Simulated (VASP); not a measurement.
# Al2Cu (P4/mmm) in VASP: further runs, part 2 of 2

VASP 6.6.1. Earlier steps stand in the parts before.

## 5. Single point, PBE

This run uses another cell than the first one, of 18.37 Å³/atom.

INCAR

```
PREC = Accurate
ENCUT = 520
EDIFF = 1E-7
ISMEAR = 0
SIGMA = 0.15
LREAL = F
LASPH = T
NELM = 100
ALGO = Fast
ISIF = 2
LWAVE = F
LCHARG = F
GGA = PE
NBANDS = 16
```

KPOINTS

```
regular mesh
0
Gamma
  10 10 14
```

POSCAR

```
Al2Cu
1.0
    4.3135000000      0.0000000000      0.0000000000
    0.0000000000      4.3135000000      0.0000000000
    0.0000000000      0.0000000000      2.9617000000
Al Cu
2 1
Direct
    0.5000000000      0.0000000000      0.5000000000
    0.0000000000      0.5000000000      0.5000000000
    0.0000000000      0.0000000000      0.0000000000
```

Potentials or basis: VASP PAW PBE potentials, release 64 (Al, Cu).

Started as:

```console
$ cat potpaw_PBE.64/Al/POTCAR potpaw_PBE.64/Cu/POTCAR > POTCAR
$ mpirun -np 1 vasp_std > vasp.out
```

OUTCAR:

```text
PREC = Accurate
   ENCUT = 520
   EDIFF = 1E-7
   ISMEAR = 0
   LREAL = F
   LASPH = T
   NELM = 100
   ISIF = 2
   GGA = PE

 ion  position               nearest neighbor table
   1  0.500  0.000  0.500-   3 2.62   3 2.62   3 2.62   3 2.62   2 3.05   2 3.05   2 3.05   2 3.05

   2  0.000  0.500  0.500-   3 2.62   3 2.62   3 2.62   3 2.62   1 3.05   1 3.05   1 3.05   1 3.05

   3  0.000  0.000  0.000-   1 2.62   2 2.62   1 2.62   2 2.62   2 2.62   2 2.62   1 2.62   1 2.62

  LATTYP: Found a simple tetragonal cell.
 ALAT       =     4.3135000000
 C/A-ratio  =     0.6866118002

  Lattice vectors:

 A1 = (   4.3135000000,   0.0000000000,   0.0000000000)
 A2 = (   0.0000000000,   4.3135000000,   0.0000000000)
 A3 = (   0.0000000000,   0.0000000000,   2.9617000000)

Analysis of symmetry for initial positions (statically):
=====================================================================
 Subroutine PRICEL returns:
 Original cell was already a primitive cell.

 Routine SETGRP: Setting up the symmetry group for a
 simple tetragonal supercell.

 Subroutine GETGRP returns: Found 16 space group operations
 (whereof 16 operations were pure point group operations)
 out of a pool of 16 trial point group operations.

The static configuration has the point symmetry D_4h.

Analysis of symmetry for dynamics (positions and initial velocities):
=====================================================================
 Subroutine PRICEL returns:
 Original cell was already a primitive cell.

 Routine SETGRP: Setting up the symmetry group for a
 simple tetragonal supercell.

 Subroutine GETGRP returns: Found 16 space group operations
 (whereof 16 operations were pure point group operations)
 out of a pool of 16 trial point group operations.

The dynamic configuration has the point symmetry D_4h.

 Subroutine INISYM returns: Found 16 space group operations
 (whereof 16 operations are pure point group operations),
 and found     1 'primitive' translations

----------------------------------------------------------------------------------------

                                     Primitive cell

  volume of cell :      55.1062

  direct lattice vectors                    reciprocal lattice vectors
     4.313500000  0.000000000  0.000000000     0.231830300  0.000000000  0.000000000
     0.000000000  4.313500000  0.000000000     0.000000000  0.231830300  0.000000000
     0.000000000  0.000000000  2.961700000     0.000000000  0.000000000  0.337643921

  length of vectors
     4.313500000  4.313500000  2.961700000     0.231830300  0.231830300  0.337643921

  position of ions in fractional coordinates (direct lattice)
     0.500000000  0.000000000  0.500000000
     0.000000000  0.500000000  0.500000000
     0.000000000  0.000000000  0.000000000

  ion indices of the primitive-cell ions
   primitive index   ion index
                 1           1
                 2           2
                 3           3

----------------------------------------------------------------------------------------

 KPOINTS: regular mesh

Automatic generation of k-mesh.
 Grid dimensions read from file:
 generate k-points for:   10   10   14

 Generating k-lattice:

  Cartesian coordinates                     Fractional coordinates (reciprocal lattice)
     0.023183030  0.000000000  0.000000000     0.100000000  0.000000000  0.000000000
     0.000000000  0.023183030  0.000000000     0.000000000  0.100000000  0.000000000
     0.000000000  0.000000000  0.024117423     0.000000000  0.000000000  0.071428571

  Length of vectors
     0.023183030  0.023183030  0.024117423

  Shift w.r.t. Gamma in fractional coordinates (k-lattice)
     0.000000000  0.000000000  0.000000000

 Subroutine IBZKPT returns following result:
 ===========================================

 Found    168 irreducible k-points:

 Following reciprocal coordinates:
            Coordinates               Weight
  0.000000  0.000000  0.000000      1.000000
  0.100000  0.000000  0.000000      4.000000
  0.200000  0.000000  0.000000      4.000000
  0.300000  0.000000  0.000000      4.000000
  0.400000  0.000000  0.000000      4.000000
  0.500000  0.000000  0.000000      2.000000
[... 16 lines left out ...]
  0.100000  0.000000  0.071429      8.000000
  0.200000  0.000000  0.071429      8.000000
 [... further k-points ...]
   k-points           NKPTS =    168   k-points in BZ     NKDIM =    168   number of bands    NBANDS=     16
   number of dos      NEDOS =    301   number of ions     NIONS =      3
   total plane-waves  NPLWV =  24576
   dimension x,y,z NGX =    32 NGY =   32 NGZ =   24
   dimension x,y,z NGXF=    64 NGYF=   64 NGZF=   48
   ions per type =               2   1
   NGX,Y,Z   is equivalent  to a cutoff of  12.33, 12.33, 13.47 a.u.
   NGXF,Y,Z  is equivalent  to a cutoff of  24.67, 24.67, 26.94 a.u.
 SYSTEM =  unknown system
   PREC   = accura    normal or accurate (medium, high low for compatibility)
   ISTART =      0    job   : 0-new  1-cont  2-samecut
   ICHARG =      2    charge: 1-file 2-atom 10-const
   ISPIN  =      1    spin polarized calculation?
   LNONCOLLINEAR =      F non collinear calculations
   LSORBIT =      F    spin-orbit coupling
   LASPH  =      T    aspherical Exc in radial PAW
   ENCUT  =  520.0 eV  38.22 Ry    6.18 a.u.   8.02  8.02  5.51*2*pi/ulx,y,z
   NELM   =    100;   NELMIN=  2; NELMDL= -5     # of ELM steps
   EDIFF  = 0.1E-06   stopping-criterion for ELM
   LREAL  =      F    real-space projection
   EDIFFG = 0.1E-05   stopping-criterion for IOM
   NSW    =      0    number of steps for IOM
   IBRION =     -1    ionic relax: 0-MD 1-quasi-New 2-CG
   NFREE  =      0    steps in history (QN), initial steepest desc. (CG)
   ISIF   =      2    stress and relaxation
   ISYM   =      2    0-nonsym 1-usesym 2-fastsym
   POTIM  = 0.5000    time-step for ionic-motion
   TEBEG  =    0.0;   TEEND  =   0.0 temperature during run
   PSTRESS=    0.0 pullay stress
   NELECT =      17.0000    total number of electrons
   NUPDOWN=      -1.0000    fix difference up-down
   EMIN   =  10.00;   EMAX   =-10.00  energy-range for DOS
   EFERMI =   0.00;   METHOD = LEGACY
   ISMEAR =     0;   SIGMA  =   0.15  broadening in eV -4-tet -1-fermi 0-gaus
   EFERMI_NEDOS =   21; number of points for ismear=-14 and -15
   IALGO  =     68    algorithm
   IMIX   =      4    mixing-type and parameters
     AMIX     =   0.40;   BMIX     =  1.00
     AMIX_MAG =   1.60;   BMIX_MAG =  1.00
  volume/ion in A,a.u.               =      18.37       123.96
  Fermi-wavevector in a.u.,A,eV,Ry     =   1.106176  2.090370 16.648435  1.223625
  Thomas-Fermi vector in A             =   2.242673
   LORBIT       =      0    0 simple, 1 ext, 2 COOP (PROOUT), +10 PAW based schemes
   GGA     = PE    functional components
   LHFCALC =     F    Hartree Fock is set to
   AEXX    =    0.0000 exact exchange contribution
   IVDW    =     0    specifies the selected vdW correction
   LEPSILON=     F    determine dielectric tensor
   LRPA    =     F    only Hartree local field effects (RPA)
 non-spin polarized calculation
 RMM-DIIS sequential band-by-band and
 Gauss-broadening in eV      SIGMA  =   0.15
  energy-cutoff  :      520.00
  volume of cell :       55.11
 maximum number of plane-waves:      1516
   NGX = 17   NGY = 17   NGZ = 11

 number of electron      16.9999995 magnetization

 Free energy of the ion-electron system (eV)
  ---------------------------------------------------
  ext. energy  EPLUGINS =         0.00000000
  ---------------------------------------------------
  free energy    TOTEN  =       -11.13953871 eV

  energy without entropy =      -11.12697055  energy(sigma->0) =      -11.13325463

 E-fermi :   5.9372     XC(G=0):  -9.8922

 val. band max:        5.9337291542   @ k =   0.3000   0.0000   0.2857
 cond. band min:       5.9644266391   @ k =   0.4000   0.4000   0.4286
 fundamental gap:      0.0306974849
 Fermi energy:         5.9372131665

 k-point     1 :       0.0000    0.0000    0.0000
  band No.  band energies     occupation
      1      -3.7777      2.00000
      2       0.9874      2.00000
      3       1.6468      2.00000
      4       2.1756      2.00000
      5       2.3780      2.00000
      6       2.3780      2.00000
[... 433 lines left out ...]
      3       1.6077      2.00000
      4       2.1103      2.00000
      5       2.2314      2.00000
      6       2.3058      2.00000
[... 8 lines left out ...]
     15      15.2183      0.00000
     16      15.3801      0.00000

 [... further k-points ...]

------------------------ aborting loop because EDIFF is reached ----------------------------------------

  FORCE on cell =-STRESS in cart. coord.  units (eV):
  Direction    XX          YY          ZZ          XY          YZ          ZX
  --------------------------------------------------------------------------------------
  -------------------------------------------------------------------------------------
  Total       -2.7119935     -2.7119935     -2.6433229      0.0000000     -0.0000000      0.0000000
  in kB      -78.8494308    -78.8494308    -76.8528758      0.0000000     -0.0000000      0.0000000
  external PRESSURE =     -78.1839125 kB  Pullay stress =       0.0000000 kB

 VOLUME and BASIS-vectors are now :
 -----------------------------------------------------------------------------
  energy-cutoff  :      520.00
  volume of cell :       55.11
      direct lattice vectors                 reciprocal lattice vectors
     4.313500000  0.000000000  0.000000000     0.231830300  0.000000000  0.000000000
     0.000000000  4.313500000  0.000000000     0.000000000  0.231830300  0.000000000
     0.000000000  0.000000000  2.961700000     0.000000000  0.000000000  0.337643921

 POSITION                                       TOTAL-FORCE (eV/Angst)
 -----------------------------------------------------------------------------------
      2.15675      0.00000      1.48085         0.000000      0.000000      0.000000
      0.00000      2.15675      1.48085         0.000000      0.000000      0.000000
      0.00000      0.00000      0.00000         0.000000      0.000000      0.000000
 -----------------------------------------------------------------------------------
    total drift:                                0.000000     -0.000000      0.000000

  FREE ENERGIE OF THE ION-ELECTRON SYSTEM (eV)
  ---------------------------------------------------
  free  energy   TOTEN  =       -11.1395387129 eV

  energy  without entropy=      -11.1269705493  energy(sigma->0) =      -11.13325463
```

OSZICAR:

```text
N       E                     dE             d eps       ncg     rms          rms(c)
DAV:   1     0.596005627060E+02    0.59601E+02   -0.66719E+03  5384   0.105E+03
DAV:   2    -0.105355892479E+02   -0.70136E+02   -0.62021E+02  5696   0.192E+02
DAV:   3    -0.129374184601E+02   -0.24018E+01   -0.23450E+01  7280   0.406E+01
[... 11 lines left out ...]
RMM:  15    -0.111395386129E+02   -0.16834E-04   -0.16974E-04  8062   0.860E-02    0.160E-02
RMM:  16    -0.111395417879E+02   -0.31751E-05   -0.21868E-05  7609   0.428E-02    0.243E-02
RMM:  17    -0.111395390365E+02    0.27515E-05   -0.11670E-05  6748   0.529E-02    0.126E-02
RMM:  18    -0.111395387486E+02    0.28785E-06   -0.36035E-06  7338   0.139E-02    0.734E-03
RMM:  19    -0.111395387129E+02    0.35749E-07   -0.50798E-07  5826   0.634E-03
   1 F= -.11139539E+02 E0= -.11133255E+02  d E =-.125682E-01
```

stdout:

```text
POSCAR found type information on POSCAR AlCu
 POSCAR found :  2 types and       3 ions
 scaLAPACK will be used
 LDA part: xc-table for (Slater+PW92), standard interpolation
 POSCAR, INCAR and KPOINTS ok, starting setup
 FFT: planning ... GRIDC
 FFT: planning ... GRID_SOFT
 FFT: planning ... GRID
 WAVECAR not read
 entering main loop
```

Run time: 74 s. Hardware: 1 thread of Intel Xeon Platinum 8559C (Emerald Rapids), shared host; peak memory 0.26 GiB.

What came out:

| Item | Value |
| --- | --- |
| Free energy | -11.1395 eV |
| Pressure | -7.8 GPa |
| Band gap on the k mesh | zero (an odd number of electrons rules out a gap without spin polarisation) |

Stress tensor (GPa, compression positive):
```
-7.88  0.00  0.00
 0.00 -7.88  0.00
 0.00  0.00 -7.69
```

Caveat: the cell stands under tension.

## 6. Single point, PBE

This run uses another cell than the first one, of 18.70 Å³/atom.

INCAR

```
  PREC = Accurate
  ENCUT = 520
  EDIFF = 1E-6
  ISMEAR = 0
  SIGMA = 0.15
  LREAL = F
  LASPH = T
  NELM = 80
  ALGO = Fast
  ISIF = 2
  LWAVE = F
  LCHARG = F
  GGA = PE
  NBANDS = 16
```

KPOINTS is that of step 5.

POSCAR

```
Al2Cu
1.0
    4.4096000000      0.0000000000      0.0000000000
    0.0000000000      4.4096000000      0.0000000000
    0.0000000000      0.0000000000      2.8847334069
Al Cu
2 1
Direct
    0.5000000000      0.0000000000      0.5000000000
    0.0000000000      0.5000000000      0.5000000000
    0.0000000000      0.0000000000      0.0000000000
```

Potentials or basis: VASP PAW PBE potentials, release 64 (Al, Cu).

Started as:

```console
$ cat potpaw_PBE.64/Al/POTCAR potpaw_PBE.64/Cu/POTCAR > POTCAR
$ mpirun -np 1 vasp_std > vasp.out
```

It took 83 s on 1 thread of Intel Xeon Platinum 8559C (Emerald Rapids), shared host; peak memory 0.28 GiB.

It converged, with:

| Item | Value |
| --- | --- |
| Free energy | -11.0812 eV |
| Pressure | -8.5 GPa |
| Band gap on the k mesh | zero (an odd number of electrons rules out a gap without spin polarisation) |

Stress tensor (GPa, compression positive):
```
-8.97  0.00  0.00
 0.00 -8.97  0.00
 0.00  0.00 -7.65
```

Levels at points of the mesh, in eV from the Fermi level:
```csv
k point,band 7,band 8,band 9,band 10,band 11,band 12
"(0.00, 0.00, 0.00)",-2.34,-2.34,-0.99,0.70,4.80,4.80
"(0.50, 0.00, 0.00)",-3.46,-1.23,0.84,1.16,1.23,7.28
"(0.50, 0.50, 0.00)",-3.48,-3.48,-2.16,7.76,7.85,7.85
"(0.00, 0.00, 0.50)",-2.49,1.67,2.36,2.43,2.43,2.77
"(0.50, 0.00, 0.50)",-2.59,-2.00,-1.41,3.53,3.76,4.01
"(0.50, 0.50, 0.50)",-2.05,-2.05,-0.44,-0.28,-0.28,-0.25
```

Caveat: the cell stands under tension.

## 7. Overview

| cell | further INCAR settings | gap on the mesh (eV) | pressure (GPa) |
| --- | --- | --- | --- |
| a = 4.217, b = 4.217, c = 3.039 Å, 3 atoms | ALGO = Fast; EDIFF = 1e-06; NBANDS = 16 | none | -6.9 |
| a = 4.410, b = 4.410, c = 2.808 Å, 3 atoms | ALGO = Fast; EDIFF = 1e-06; NBANDS = 16 | none | -7.0 |
| a = 4.217, b = 4.217, c = 3.115 Å, 3 atoms | ALGO = Fast; EDIFF = 1e-07; NBANDS = 16 | none | -8.0 |
| a = 4.314, b = 4.314, c = 2.962 Å, 3 atoms | ALGO = Fast; EDIFF = 1e-07; NBANDS = 16 | none | -7.8 |
| a = 4.410, b = 4.410, c = 2.885 Å, 3 atoms | ALGO = Fast; EDIFF = 1e-06; NBANDS = 16 | none | -8.5 |

Alike in all rows: task single point; level PBE; potentials or basis VASP PAW PBE potentials, release 64 (Al, Cu); no spin polarisation; k mesh 10 × 10 × 14; cutoff (eV) 520; smearing gaussian 0.15 eV.

Caveats: the cell stands under tension.

Absolute energies hang on the potentials; compare differences alone.

The gap in the log of VASP goes by the Fermi energy; the results here count the filled bands.